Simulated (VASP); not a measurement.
SrO: phonons with BLYP+D4

The system is SrO.

```
Sr O
1.0
     0.00000    2.56630    2.56630
     2.56630    0.00000    2.56630
     2.56630    2.56630    0.00000
Sr O
1 1
Direct
  0.51928 0.50122 0.50359
  0.98462 0.02802 0.99340
```

This cell differs from its parent crystal: atoms moved at random.

- Program: VASP 6.6.1
- Task: phonons
- Functional: BLYP
- Dispersion: D4
- Potentials or basis: VASP PAW PBE potentials, release 64 (Sr_sv, O)
- Cutoff: 520 eV
- k mesh: 7 × 7 × 7
- Occupations: gaussian, width 0.05 eV
- Spin: no spin polarisation
- Dipole correction: no
- Further INCAR settings: ALGO = Normal; EDIFF = 1e-08; IBRION = 6; POTIM = 0.015; NSW = 1

- Highest phonon frequency at Γ, LO-TO splitting left out: 258 cm⁻¹
- Dispersion energy per atom: -0.312 eV

Phonon frequencies in cm⁻¹ (negative: imaginary):
```tsv
q point	frequencies
(0.000, 0.000, 0.000)	0 0 0 225 229 258
```

It took 9.3 min on 1 thread of Intel(R) Xeon(R) Platinum 8259CL CPU @ 2.50GHz (Skylake/Cascade Lake) (shared host), peak memory 0.28 GiB.

Caveat: the cell differs from its parent crystal (atoms moved at random); the cell stands under pressure or tension, which shifts response properties.
